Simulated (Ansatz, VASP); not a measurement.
# One calculation of CoSn2, two programs

```
Co Sn
1.0
    -3.18250    3.18250    2.72850
     3.18250   -3.18250    2.72850
     3.18250    3.18250   -2.72850
Co Sn
2 4
Direct
  0.25000 0.25000 0.00000
  0.75000 0.75000 0.00000
  0.66682 0.16682 0.83364
  0.16682 0.33318 0.50000
  0.33318 0.83318 0.16636
  0.83318 0.66682 0.50000
```

Alike in both runs: functional PBEsol; k mesh 8 × 8 × 8; occupations gaussian, width 0.1 eV; no spin polarisation.

Ansatz relaxed the structure, and its values are those at the end. VASP's run is a single point on that final structure, the one shown.

|  | VASP | Ansatz |
| --- | --- | --- |
| version | VASP 6.6.1 | Ansatz 0.2.0 |
| potentials or method | VASP PAW PBE potentials, release 64 (Co, Sn_d), cutoff 520 eV | scalar-relativistic, plane waves, PAW |
| valence electrons in the cell | 74 | 90 |

|  | VASP | Ansatz | Ansatz less VASP |
| --- | --- | --- | --- |
| gap on the k mesh at the Fermi level (eV) | none | none | - |
| pressure (GPa) | -4.1 | -4.1 | +0.03 |
| rms of the force components (eV/Å) | 0.001 | 0.004 | +0.0025 |

VASP's potentials were made for PBE, not for PBEsol. A gap of «none» marks a metal or a gap that the smearing closes. With one functional, cell and mesh, what is left measures potentials, basis and numerics. VASP's potentials hold 74 valence electrons a cell and Ansatz's 90, so a difference there can come from the potentials and not from the codes. Ansatz's warnings: stress scf threshold loose.
